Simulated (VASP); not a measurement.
# HfN (P6_3/mmc) in VASP: notebook, part 2 of 2

VASP 6.6.1. Earlier steps stand in the parts before.

**3. Single point, r2SCAN (strain +0.000 along x and y, -0.030 along z)**

File POSCAR:

```
HfN
1.0
    3.1443010832      0.0000000000      0.0000000000
   -1.5721505416      2.7230446152      0.0000000000
    0.0000000000      0.0000000000      5.2624876204
Hf N
2 2
Direct
    0.6666666667      0.3333333333      0.7500000000
    0.3333333333      0.6666666667      0.2500000000
    0.0000000000      0.0000000000      0.0000000000
    0.0000000000      0.0000000000      0.5000000000
```

File INCAR.step1:

```
SYSTEM = HfN
PREC = Accurate
ENCUT = 520
ISMEAR = 0
SIGMA = 0.15
LREAL = .FALSE.
LASPH = .TRUE.
NELM = 100
NBANDS = 23
GGA = PE
ALGO = Normal
EDIFF = 1E-4
LWAVE = .TRUE.
LCHARG = .FALSE.
```

File INCAR.step2:

```
SYSTEM = HfN
PREC = Accurate
ENCUT = 520
EDIFF = 1E-6
ISMEAR = 0
SIGMA = 0.15
LREAL = .FALSE.
LASPH = .TRUE.
NELM = 100
ALGO = Normal
ISIF = 2
LWAVE = .FALSE.
LCHARG = .FALSE.
METAGGA = R2SCAN
LMIXTAU = .TRUE.
NBANDS = 23
ISTART = 1
```

File KPOINTS:

```
regular mesh
0
G
  18 18 10
  0 0 0
```

Potentials or basis: VASP PAW PBE potentials, release 64 (Hf_pv, N).

The run is started by

```sh
$ cat potpaw_PBE.64/Hf_pv/POTCAR potpaw_PBE.64/N/POTCAR > POTCAR
$ cp INCAR.step1 INCAR
$ mpirun -np 1 vasp_std > vasp.out
$ cp INCAR.step2 INCAR
$ mpirun -np 1 vasp_std > vasp.out
```

OUTCAR:

```text
SYSTEM = HfN
   PREC = Accurate
   ENCUT = 520
   EDIFF = 1E-6
   ISMEAR = 0
   LREAL = .FALSE.
   LASPH = .TRUE.
   NELM = 100
   ISIF = 2
   METAGGA = R2SCAN
   ISTART = 1

 ion  position               nearest neighbor table
   1  0.667  0.333  0.750-   3 2.24   4 2.24   3 2.24   4 2.24   3 2.24   4 2.24   2 3.20   2 3.20
                             2 3.20   2 3.20   2 3.20   2 3.20
   2  0.333  0.667  0.250-   3 2.24   4 2.24   3 2.24   4 2.24   3 2.24   4 2.24   1 3.20   1 3.20
                             1 3.20   1 3.20   1 3.20   1 3.20
   3  0.000  0.000  0.000-   1 2.24   2 2.24   1 2.24   2 2.24   1 2.24   2 2.24
[... 831 lines left out ...]
  -------------------------------------------------------------------------------------
  Total        0.3644368      0.3644368      4.6851461      0.0000000     -0.0000000      0.0000000
  in kB       12.9587432     12.9587432    166.5956872      0.0000000     -0.0000000      0.0000000
  external PRESSURE =      64.1710578 kB  Pullay stress =       0.0000000 kB

 VOLUME and BASIS-vectors are now :
 -----------------------------------------------------------------------------
  energy-cutoff  :      520.00
  volume of cell :       45.06
      direct lattice vectors                 reciprocal lattice vectors
     3.144301083  0.000000000  0.000000000     0.318035701  0.183617998  0.000000000
    -1.572150542  2.723044615  0.000000000     0.000000000  0.367235995  0.000000000
     0.000000000  0.000000000  5.262487620     0.000000000  0.000000000  0.190024200

 POSITION                                       TOTAL-FORCE (eV/Angst)
 -----------------------------------------------------------------------------------
      1.57215      0.90768      3.94687         0.000000      0.000000      0.000000
     -0.00000      1.81536      1.31562        -0.000000     -0.000000      0.000000
      0.00000      0.00000      0.00000         0.000000      0.000000      0.000000
      0.00000      0.00000      2.63124         0.000000      0.000000      0.000000
 -----------------------------------------------------------------------------------
    total drift:                               -0.000000      0.000000     -0.000000

  FREE ENERGIE OF THE ION-ELECTRON SYSTEM (eV)
  ---------------------------------------------------
  free  energy   TOTEN  =      -116.3453396190 eV

  energy  without entropy=     -116.3384615324  energy(sigma->0) =     -116.34190058
```

Wall time 5.2 min (1 thread of Intel Xeon 6975P-C (Granite Rapids), shared host); peak memory 0.32 GiB.

Results:

```
Free energy            : -116.3453 eV
Pressure               : 6.4 GPa
Band gap on the k mesh : zero (bands 15 and 16 overlap by 2.67 eV)
```

Stress tensor (GPa, compression positive):
```
 1.30  0.00  0.00
 0.00  1.30  0.00
 0.00  0.00 16.66
```

Caveat: the cell differs from its parent crystal (strain +0.000 along x and y, -0.030 along z); the stress differs along the axes, from 1 to 17 GPa; the PAW data sets were made with another functional, which shifts forces and pressure a little; spin-orbit coupling is left out, which moves the levels of the heavy elements.

**4. Single point, r2SCAN (strain -0.015 along x and y, +0.000 along z)**

File POSCAR:

```
HfN
1.0
    3.0971365670      0.0000000000      0.0000000000
   -1.5485682835      2.6821989460      0.0000000000
    0.0000000000      0.0000000000      5.4252449695
Hf N
2 2
Direct
    0.6666666667      0.3333333333      0.7500000000
    0.3333333333      0.6666666667      0.2500000000
    0.0000000000      0.0000000000      0.0000000000
    0.0000000000      0.0000000000      0.5000000000
```

File INCAR.step1:

```
SYSTEM = HfN
ALGO = Normal ; EDIFF = 1E-4
ENCUT = 520 ; GGA = PE
ISMEAR = 0 ; LASPH = .True.
LCHARG = .False. ; LREAL = .False.
LWAVE = .True. ; NBANDS = 23
NELM = 60 ; PREC = Accurate
SIGMA = 0.15
```

File INCAR.step2:

```
SYSTEM = HfN
ALGO = Normal ; EDIFF = 1E-7
ENCUT = 520 ; ISIF = 2
ISMEAR = 0 ; ISTART = 1
LASPH = .True. ; LCHARG = .False.
LMIXTAU = .True. ; LREAL = .False.
LWAVE = .False. ; METAGGA = R2SCAN
NBANDS = 23 ; NELM = 60
PREC = Accurate ; SIGMA = 0.15
```

File KPOINTS:

```
k-points
0
Gamma
  18 18 10
  0 0 0
```

The run is started by

```sh
$ cat potpaw_PBE.64/Hf_pv/POTCAR potpaw_PBE.64/N/POTCAR > POTCAR
$ cp INCAR.step1 INCAR
$ mpirun -np 1 vasp_std > vasp.out
$ cp INCAR.step2 INCAR
$ mpirun -np 1 vasp_std > vasp.out
```

Run time: 6.2 min. Hardware: 1 thread of Intel Xeon 6975P-C (Granite Rapids), shared host; peak memory 0.32 GiB.

The run converged. Its results:

```yaml
Free_energy: -116.3811 eV
Pressure: 6.2 GPa
Band_gap_on_the_k_mesh: zero (bands 15 and 16 overlap by 2.44 eV)
```

Stress tensor (GPa, compression positive):
```
8.47 0.00 0.00
0.00 8.47 0.00
0.00 0.00 1.78
```

Levels at points of the mesh, in eV from the Fermi level:
```
           k point  band 11  band 12  band 13  band 14  band 15  band 16  band 17  band 18  band 19  band 20
(0.00, 0.00, 0.00)    -5.02    -3.88    -3.88    -2.09    -0.61     0.90     0.90     1.48     2.15     2.23
(0.50, 0.00, 0.00)    -6.16    -5.83    -3.52    -2.90    -2.82     2.47     3.06     4.91     4.97     5.87
(0.00, 0.00, 0.50)    -4.66    -4.66    -4.66    -4.66     1.97     1.97     3.12     3.12     3.12     3.12
(0.50, 0.00, 0.50)    -5.88    -5.88    -4.79    -4.79    -0.30    -0.30     5.21     5.21     5.25     5.25
```

Caveat: the cell differs from its parent crystal (strain -0.015 along x and y, +0.000 along z); the stress differs along the axes, from 2 to 8 GPa; the PAW data sets were made with another functional, which shifts forces and pressure a little; spin-orbit coupling is left out, which moves the levels of the heavy elements.

**5. The runs side by side**

```csv
cell,gap on the mesh (eV),pressure (GPa)
"a = 3.050, b = 3.050, c = 5.588 Å, angles 90.0, 90.0, 120.0°, 4 atoms",none,6.7
"a = 3.144, b = 3.144, c = 5.262 Å, angles 90.0, 90.0, 120.0°, 4 atoms",none,6.4
"a = 3.097, b = 3.097, c = 5.425 Å, angles 90.0, 90.0, 120.0°, 4 atoms",none,6.2
```

Alike in all rows: task single point; level r2SCAN; potentials or basis VASP PAW PBE potentials, release 64 (Hf_pv, N); no spin polarisation; k mesh 18 × 18 × 10; cutoff (eV) 520; smearing gaussian 0.15 eV.

Caveats: the PAW data sets were made with another functional, which shifts forces and pressure a little; spin-orbit coupling is left out, which moves the levels of the heavy elements; the stress differs along the axes, from -12 to 16 GPa (at least some runs); the stress differs along the axes, from 1 to 17 GPa (at least some runs); the stress differs along the axes, from 2 to 8 GPa (at least some runs).

Total energies depend on the potentials used, so only differences within one code and one set of settings carry meaning.
